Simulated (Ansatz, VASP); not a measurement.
## One calculation of SrAl2O2, two programs

INCAR

```
SYSTEM = SrAl2O2
PREC = Accurate
ENCUT = 520
EDIFF = 1E-7
ISMEAR = 0
SIGMA = 0.1
LREAL = .FALSE.
LASPH = .TRUE.
NELM = 150
ALGO = Normal
ISIF = 2
LWAVE = .FALSE.
LCHARG = .FALSE.
ISPIN = 2
MAGMOM = 0 0 0 1 1
LORBIT = 11
GGA = PE
NBANDS = 26
```

KPOINTS

```
Automatic mesh
0
G
  6 6 6
  0 0 0
```

Contents of POSCAR:

```
SrAl2O2
1.0
    5.0463972038      0.0000000000      0.0000000000
   -2.5231986019      4.3703081761      0.0000000000
    0.0000000000      0.0000000000      3.6358280222
Sr Al O
1 2 2
Direct
    0.0000000000      0.0000000000      0.5000000000
    0.3333333333      0.6666666667      0.0000000000
    0.6666666667      0.3333333333      0.0000000000
    0.3333333333      0.6666666667      0.5000000000
    0.6666666667      0.3333333333      0.5000000000
```

Input for Ansatz:

```yaml
crystal:
  lattice:
    - [5.0463972038, 0.0, 0.0]
    - [-2.5231986019, 4.3703081761, 0.0]
    - [0.0, 0.0, 3.6358280222]
  atoms:
    - { symbol: Sr, position: [0.0, 0.0, 0.5] }
    - { symbol: Al, position: [0.3333333333, 0.6666666667, 0.0] }
    - { symbol: Al, position: [0.6666666667, 0.3333333333, 0.0] }
    - { symbol: O, position: [0.3333333333, 0.6666666667, 0.5], spin: 1.0 }
    - { symbol: O, position: [0.6666666667, 0.3333333333, 0.5], spin: 1.0 }
basis:
  ecutwfc: 420
kpoints:
  mp_grid: { grid: [6, 6, 6] }
hamiltonian:
  xc: pbe
scf:
  occupations: { method: gaussian, width: 0.1 }
  lower_state_search: "off"
output:
  forces: true
  stress: true
  eigenvalues: true
  populations: true
magnetization:
  spin_polarized: true
```

Alike in both runs: task single point; functional PBE; k mesh 6 × 6 × 6; occupations gaussian, width 0.1 eV; collinear spin.

```csv
,VASP,Ansatz
version,VASP 6.6.1,Ansatz 0.2.0
potentials or method,"VASP PAW PBE potentials, release 64 (Sr_sv, Al, O), cutoff 520 eV","scalar-relativistic, plane waves, PAW"
valence electrons in the cell,28,28
```

```csv
,VASP,Ansatz,Ansatz less VASP
gap on the k mesh at the Fermi level (eV),none,none,-
pressure (GPa),-0.1,-0.2,-0.09
"traceless stress, the component that is largest in VASP (GPa)",-0.06,-0.13,-0.071
net moment per atom (μB),0.00,0.00,0.000
```

A gap of «none» marks a metal or a gap that the smearing closes. The functional is the same, so the differences come from potentials, cutoffs and numerics. Ansatz's warnings: seeded moment not kept.
